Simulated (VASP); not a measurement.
# HfC in VASP: notebook

HfC is run at these levels: r2SCAN; tasks: single point.

Everything below comes from runs of VASP 6.6.1. Logs are shortened: lines on timing, memory, paths and dates and some standing lists are left out, and cuts for length are marked.

### 1 The cell of the first run

It takes space group Fm-3m (No. 225, cubic). Conventional cell: a = 4.650 Å, b = 4.650 Å, c = 4.650 Å, α = 90.00°, β = 90.00°, γ = 90.00°. Within 3.1 Å of Hf (site symmetry m-3m) lie 6 C at 2.33 Å. Within 3.1 Å of C (site symmetry m-3m) lie 6 Hf at 2.33 Å.

### 2 Single point, r2SCAN

File POSCAR:

```
HfC
1.0
    0.0000000000      2.3250000000      2.3250000000
    2.3250000000      0.0000000000      2.3250000000
    2.3250000000      2.3250000000      0.0000000000
Hf C
1 1
Direct
    0.5000000000      0.5000000000      0.5000000000
    0.0000000000      0.0000000000      0.0000000000
```

File INCAR.step1:

```
SYSTEM = HfC
PREC = Accurate
ENCUT = 520
ISMEAR = -1
SIGMA = 0.1
LREAL = .FALSE.
LASPH = .TRUE.
NELM = 100
NBANDS = 14
GGA = PE
ALGO = Normal
EDIFF = 1E-4
LWAVE = .TRUE.
LCHARG = .FALSE.
```

File INCAR.step2:

```
SYSTEM = HfC
PREC = Accurate
ENCUT = 520
EDIFF = 1E-6
ISMEAR = -1
SIGMA = 0.1
LREAL = .FALSE.
LASPH = .TRUE.
NELM = 100
ALGO = Normal
ISIF = 2
LWAVE = .FALSE.
LCHARG = .TRUE.
METAGGA = R2SCAN
LMIXTAU = .TRUE.
LELF = .TRUE.
LVHAR = .TRUE.
NBANDS = 14
ISTART = 1
```

File KPOINTS:

```
regular mesh
0
G
  12 12 12
  0 0 0
```

Potentials or basis: VASP PAW PBE potentials, release 64 (Hf_pv, C).

Started as:

```console
$ cat potpaw_PBE.64/Hf_pv/POTCAR potpaw_PBE.64/C/POTCAR > POTCAR
$ cp INCAR.step1 INCAR
$ mpirun -np 1 vasp_std > vasp.out
$ cp INCAR.step2 INCAR
$ mpirun -np 1 vasp_std > vasp.out
```

OUTCAR:

```text
SYSTEM = HfC
   PREC = Accurate
   ENCUT = 520
   EDIFF = 1E-6
   ISMEAR = -1
   LREAL = .FALSE.
   LASPH = .TRUE.
   NELM = 100
   ISIF = 2
   METAGGA = R2SCAN
   ISTART = 1

 ion  position               nearest neighbor table
   1  0.500  0.500  0.500-   2 2.33   2 2.33   2 2.33   2 2.33   2 2.33   2 2.33
   2  0.000  0.000  0.000-   1 2.33   1 2.33   1 2.33   1 2.33   1 2.33   1 2.33

  LATTYP: Found a face centered cubic cell.
 ALAT       =     4.6500000000

  Lattice vectors:

 A1 = (   0.0000000000,   2.3250000000,   2.3250000000)
 A2 = (   2.3250000000,   0.0000000000,   2.3250000000)
 A3 = (   2.3250000000,   2.3250000000,   0.0000000000)

Analysis of symmetry for initial positions (statically):
=====================================================================
 Subroutine PRICEL returns:
 Original cell was already a primitive cell.

 Routine SETGRP: Setting up the symmetry group for a
 face centered cubic supercell.

 Subroutine GETGRP returns: Found 48 space group operations
 (whereof 48 operations were pure point group operations)
 out of a pool of 48 trial point group operations.

The static configuration has the point symmetry O_h .

Analysis of symmetry for dynamics (positions and initial velocities):
=====================================================================
 Subroutine PRICEL returns:
 Original cell was already a primitive cell.

 Routine SETGRP: Setting up the symmetry group for a
 face centered cubic supercell.

 Subroutine GETGRP returns: Found 48 space group operations
 (whereof 48 operations were pure point group operations)
 out of a pool of 48 trial point group operations.

The dynamic configuration has the point symmetry O_h .

 Subroutine INISYM returns: Found 48 space group operations
 (whereof 48 operations are pure point group operations),
 and found     1 'primitive' translations

----------------------------------------------------------------------------------------

                                     Primitive cell

  volume of cell :      25.1362

  direct lattice vectors                    reciprocal lattice vectors
     0.000000000  2.325000000  2.325000000    -0.215053763  0.215053763  0.215053763
     2.325000000  0.000000000  2.325000000     0.215053763 -0.215053763  0.215053763
     2.325000000  2.325000000  0.000000000     0.215053763  0.215053763 -0.215053763

  length of vectors
     3.288046533  3.288046533  3.288046533     0.372484045  0.372484045  0.372484045

  position of ions in fractional coordinates (direct lattice)
[... 83 lines left out ...]
   IBRION =     -1    ionic relax: 0-MD 1-quasi-New 2-CG
   NFREE  =      0    steps in history (QN), initial steepest desc. (CG)
   ISIF   =      2    stress and relaxation
   ISYM   =      2    0-nonsym 1-usesym 2-fastsym
   POTIM  = 0.5000    time-step for ionic-motion
   TEBEG  =    0.0;   TEEND  =   0.0 temperature during run
   PSTRESS=    0.0 pullay stress
   NELECT =      14.0000    total number of electrons
   NUPDOWN=      -1.0000    fix difference up-down
   EMIN   =  10.00;   EMAX   =-10.00  energy-range for DOS
   EFERMI =   0.00;   METHOD = LEGACY
   ISMEAR =    -1;   SIGMA  =   0.10  broadening in eV -4-tet -1-fermi 0-gaus
   EFERMI_NEDOS =   21; number of points for ismear=-14 and -15
   IALGO  =     38    algorithm
   IMIX   =      4    mixing-type and parameters
     AMIX     =   0.40;   BMIX     =  1.00
     AMIX_MAG =   1.60;   BMIX_MAG =  1.00
  volume/ion in A,a.u.               =      12.57        84.81
  Fermi-wavevector in a.u.,A,eV,Ry     =   1.346949  2.545365 24.684672  1.814272
  Thomas-Fermi vector in A             =   2.474740
   LORBIT       =      0    0 simple, 1 ext, 2 COOP (PROOUT), +10 PAW based schemes
   METAGGA = R2SCAN    functional components
   LHFCALC =     F    Hartree Fock is set to
   AEXX    =    0.0000 exact exchange contribution
   IVDW    =     0    specifies the selected vdW correction
   LEPSILON=     F    determine dielectric tensor
   LRPA    =     F    only Hartree local field effects (RPA)
 non-spin polarized calculation
  energy-cutoff  :      520.00
  volume of cell :       25.14
 maximum number of plane-waves:       700
   NGX = 13   NGY = 13   NGZ = 13

 number of electron      14.0000000 magnetization

 Free energy of the ion-electron system (eV)
  ---------------------------------------------------
  ext. energy  EPLUGINS =         0.00000000
  ---------------------------------------------------
  free energy    TOTEN  =       -57.34399698 eV

  energy without entropy =      -57.33643117  energy(sigma->0) =      -57.34021407

 E-fermi :   5.9014     XC(G=0): -13.1031

 val. band max:        5.8316689308   @ k =   0.0833   0.0000   0.0000
 cond. band min:       5.9879621658   @ k =   0.5000   0.4167   0.0000
 fundamental gap:      0.1562932350
 Fermi energy:         5.9014363127

 k-point     1 :       0.0000    0.0000    0.0000
  band No.  band energies     occupation
      1     -24.8577      2.00000
      2     -24.8577      2.00000
      3     -24.8577      2.00000
      4      -7.1419      2.00000
      5       6.8971      0.00009
      6       6.8971      0.00009
      7       6.8971      0.00009
      8       7.5288      0.00000
      9       7.5288      0.00000
     10       7.5288      0.00000
     11       9.4368      0.00000
     12       9.4368      0.00000
     13      13.3576      0.00000
     14      17.6578      0.00000
[... 377 lines left out ...]
      1     -25.4746      2.00000
      2     -25.0484      2.00000
      3     -24.9492      2.00000
      4      -3.8050      2.00000
      5       0.2993      2.00000
      6       2.9514      2.00000
      7       3.0365      2.00000
      8      10.4396      0.00000
      9      11.2455      0.00000
     10      11.4983      0.00000
     11      14.9582      0.00000
     12      16.4185      0.00000
     13      17.2537      0.00000
     14      18.6394      0.00000

 [... further k-points ...]
[... 5 lines left out ...]
  --------------------------------------------------------------------------------------
  -------------------------------------------------------------------------------------
  Total       -0.3994091     -0.3994091     -0.3994091     -0.0000000     -0.0000000     -0.0000000
  in kB      -25.4583151    -25.4583151    -25.4583151     -0.0000000     -0.0000000     -0.0000000
  external PRESSURE =     -25.4583151 kB  Pullay stress =       0.0000000 kB

 VOLUME and BASIS-vectors are now :
 -----------------------------------------------------------------------------
  energy-cutoff  :      520.00
  volume of cell :       25.14
      direct lattice vectors                 reciprocal lattice vectors
     0.000000000  2.325000000  2.325000000    -0.215053763  0.215053763  0.215053763
     2.325000000  0.000000000  2.325000000     0.215053763 -0.215053763  0.215053763
     2.325000000  2.325000000  0.000000000     0.215053763  0.215053763 -0.215053763

 POSITION                                       TOTAL-FORCE (eV/Angst)
 -----------------------------------------------------------------------------------
      2.32500      2.32500      2.32500        -0.000000     -0.000000     -0.000000
      0.00000      0.00000      0.00000         0.000000      0.000000      0.000000
 -----------------------------------------------------------------------------------
    total drift:                                0.000000     -0.000000      0.000000

  FREE ENERGIE OF THE ION-ELECTRON SYSTEM (eV)
  ---------------------------------------------------
  free  energy   TOTEN  =       -57.3439969782 eV

  energy  without entropy=      -57.3364311716  energy(sigma->0) =      -57.34021407
```

It took 72 s on 1 thread of Intel Xeon Platinum 8488C (Sapphire Rapids), shared host; peak memory 0.16 GiB.

What came out:

* Free energy: -57.3440 eV
* Pressure: -2.5 GPa
* Band gap on the k mesh: zero (band 7 reaches 6.90 eV, above the bottom of band 8 at 5.47 eV)

Caveat: the PAW data sets were made with another functional, which shifts forces and pressure a little; spin-orbit coupling is left out, which moves the levels of the heavy elements.

### 3 Single point, r2SCAN

POSCAR: that of step 2 with these lines changed.

```diff
@@ -8,3 +8,3 @@
 Direct
-    0.5000000000      0.5000000000      0.5000000000
+    0.4784946237      0.4784946237      0.5215053763
     0.0000000000      0.0000000000      0.0000000000
```

File INCAR.step1:

```
SYSTEM = HfC
ALGO = Normal
EDIFF = 1E-4
ENCUT = 520
GGA = PE
ISMEAR = -1
LASPH = .TRUE.
LCHARG = .FALSE.
LREAL = .FALSE.
LWAVE = .TRUE.
NBANDS = 14
NELM = 100
PREC = Accurate
SIGMA = 0.1
```

File INCAR.step2:

```
SYSTEM = HfC
ALGO = Normal
EDIFF = 1E-7
ENCUT = 520
ISIF = 2
ISMEAR = -1
ISTART = 1
LASPH = .TRUE.
LCHARG = .TRUE.
LELF = .TRUE.
LMIXTAU = .TRUE.
LREAL = .FALSE.
LVHAR = .TRUE.
LWAVE = .FALSE.
METAGGA = R2SCAN
NBANDS = 14
NELM = 100
PREC = Accurate
SIGMA = 0.1
```

File KPOINTS:

```
k-points
0
G
  12 12 12
  0 0 0
```

Potentials or basis: VASP PAW PBE potentials, release 64 (Hf_pv, C).

Started as:

```console
$ cat potpaw_PBE.64/Hf_pv/POTCAR potpaw_PBE.64/C/POTCAR > POTCAR
$ cp INCAR.step1 INCAR
$ mpirun -np 1 vasp_std > vasp.out
$ cp INCAR.step2 INCAR
$ mpirun -np 1 vasp_std > vasp.out
```

Run time: 2.4 min. Hardware: 1 thread of Intel Xeon Platinum 8488C (Sapphire Rapids), shared host; peak memory 0.19 GiB.

It converged, with:

| Quantity | Value |
| --- | --- |
| Free energy | -57.3093 eV |
| Pressure | -1.6 GPa |
| Largest force | 0.695 eV/Å |
| Band gap on the k mesh | zero (band 7 reaches 6.65 eV, above the bottom of band 8 at 5.46 eV) |

Forces in eV/Å, atoms in the order of the input:
```
Hf   0.000  0.000  0.695
C    0.000  0.000 -0.695
```

Stress tensor (GPa, compression positive):
```
-2.66  0.00  0.00
 0.00 -2.66  0.00
 0.00  0.00  0.39
```

Levels at points of the mesh, in eV from the Fermi level:
```tsv
k point	band 5	band 6	band 7	band 8	band 9	band 10
(0.00, 0.00, 0.00)	0.53	0.53	0.69	1.57	2.00	2.00
(0.50, 0.00, 0.00)	-6.37	-3.21	-3.19	5.52	5.59	6.10
(0.50, 0.50, 0.00)	-2.85	-1.69	-0.25	-0.25	5.40	6.99
(0.00, 0.50, 0.50)	-2.88	-1.96	-0.27	0.06	5.46	6.99
```

Caveat: the PAW data sets were made with another functional, which shifts forces and pressure a little; spin-orbit coupling is left out, which moves the levels of the heavy elements.

### 4 Single point, r2SCAN

POSCAR: that of step 3 with these lines changed.

```diff
@@ -8,3 +8,3 @@
 Direct
-    0.4784946237      0.4784946237      0.5215053763
+    0.5215053763      0.5215053763      0.4784946237
     0.0000000000      0.0000000000      0.0000000000
```

File INCAR.step1:

```
PREC = Accurate
ENCUT = 520
ISMEAR = -1
SIGMA = 0.1
LREAL = False
LASPH = True
NELM = 60
NBANDS = 14
GGA = PE
ALGO = Normal
EDIFF = 1E-4
LWAVE = True
LCHARG = False
```

File INCAR.step2:

```
PREC = Accurate
ENCUT = 520
EDIFF = 1E-6
ISMEAR = -1
SIGMA = 0.1
LREAL = False
LASPH = True
NELM = 60
ALGO = Normal
ISIF = 2
LWAVE = False
LCHARG = True
METAGGA = R2SCAN
LMIXTAU = True
LELF = True
LVHAR = True
NBANDS = 14
ISTART = 1
```

File KPOINTS:

```
Automatic mesh
0
Gamma
  12 12 12
```

Potentials or basis: VASP PAW PBE potentials, release 64 (Hf_pv, C).

Started as:

```console
$ cat potpaw_PBE.64/Hf_pv/POTCAR potpaw_PBE.64/C/POTCAR > POTCAR
$ cp INCAR.step1 INCAR
$ mpirun -np 1 vasp_std > vasp.out
$ cp INCAR.step2 INCAR
$ mpirun -np 1 vasp_std > vasp.out
```

OUTCAR:

```text
PREC = Accurate
   ENCUT = 520
   EDIFF = 1E-6
   ISMEAR = -1
   LREAL = False
   LASPH = True
   NELM = 60
   ISIF = 2
   METAGGA = R2SCAN
   ISTART = 1

 ion  position               nearest neighbor table
   1  0.522  0.522  0.478-   2 2.23   2 2.33   2 2.33   2 2.33   2 2.33   2 2.42
   2  0.000  0.000  0.000-   1 2.23   1 2.33   1 2.33   1 2.33   1 2.33   1 2.42

  LATTYP: Found a face centered cubic cell.
 ALAT       =     4.6500000000

  Lattice vectors:

 A1 = (   0.0000000000,   2.3250000000,   2.3250000000)
[... 583 lines left out ...]
      8       9.1100      0.00000
      9       9.1623      0.00000
     10      10.5521      0.00000
     11      13.3683      0.00000
     12      15.4496      0.00000
     13      15.9828      0.00000
     14      18.6454      0.00000

 [... further k-points ...]
[... 5 lines left out ...]
  --------------------------------------------------------------------------------------
  -------------------------------------------------------------------------------------
  Total       -0.4178633     -0.4178633      0.0607768      0.0000000     -0.0000000      0.0000000
  in kB      -26.6345885    -26.6345885      3.8739125      0.0000000     -0.0000000      0.0000000
  external PRESSURE =     -16.4650882 kB  Pullay stress =       0.0000000 kB

 VOLUME and BASIS-vectors are now :
 -----------------------------------------------------------------------------
  energy-cutoff  :      520.00
  volume of cell :       25.14
      direct lattice vectors                 reciprocal lattice vectors
     0.000000000  2.325000000  2.325000000    -0.215053763  0.215053763  0.215053763
     2.325000000  0.000000000  2.325000000     0.215053763 -0.215053763  0.215053763
     2.325000000  2.325000000  0.000000000     0.215053763  0.215053763 -0.215053763

 POSITION                                       TOTAL-FORCE (eV/Angst)
 -----------------------------------------------------------------------------------
      2.32500      2.32500      2.42500         0.000000      0.000000     -0.694586
      0.00000      0.00000      0.00000         0.000000      0.000000      0.694586
 -----------------------------------------------------------------------------------
    total drift:                               -0.000000     -0.000000      0.000033

  FREE ENERGIE OF THE ION-ELECTRON SYSTEM (eV)
  ---------------------------------------------------
  free  energy   TOTEN  =       -57.3093259060 eV

  energy  without entropy=      -57.3021680248  energy(sigma->0) =      -57.30574697
```

OUTCAR.step1:

```text
PREC = Accurate
   ENCUT = 520
   ISMEAR = -1
   LREAL = False
   LASPH = True
[... 628 lines left out ...]
      2.32500      2.32500      2.42500         0.000000      0.000000     -0.748924
      0.00000      0.00000      0.00000         0.000000      0.000000      0.748924
 -----------------------------------------------------------------------------------
    total drift:                               -0.000000     -0.000000     -0.000614

  FREE ENERGIE OF THE ION-ELECTRON SYSTEM (eV)
  ---------------------------------------------------
  free  energy   TOTEN  =       -21.0129160591 eV

  energy  without entropy=      -21.0043466892  energy(sigma->0) =      -21.00863137
```

Wall time 2 min (1 thread of Intel Xeon Platinum 8488C (Sapphire Rapids), shared host); peak memory 0.19 GiB.

What came out:

```yaml
Free_energy: -57.3093 eV
Pressure: -1.6 GPa
Largest_force: 0.695 eV/Å
Band_gap_on_the_k_mesh: zero (band 7 reaches 6.65 eV, above the bottom of band 8 at 5.46 eV)
```

Forces in eV/Å, atoms in the order of the input:
```
Hf   0.000  0.000 -0.695
C    0.000  0.000  0.695
```

Stress tensor (GPa, compression positive):
```
-2.66  0.00  0.00
 0.00 -2.66  0.00
 0.00  0.00  0.39
```

Caveat: the PAW data sets were made with another functional, which shifts forces and pressure a little; spin-orbit coupling is left out, which moves the levels of the heavy elements.
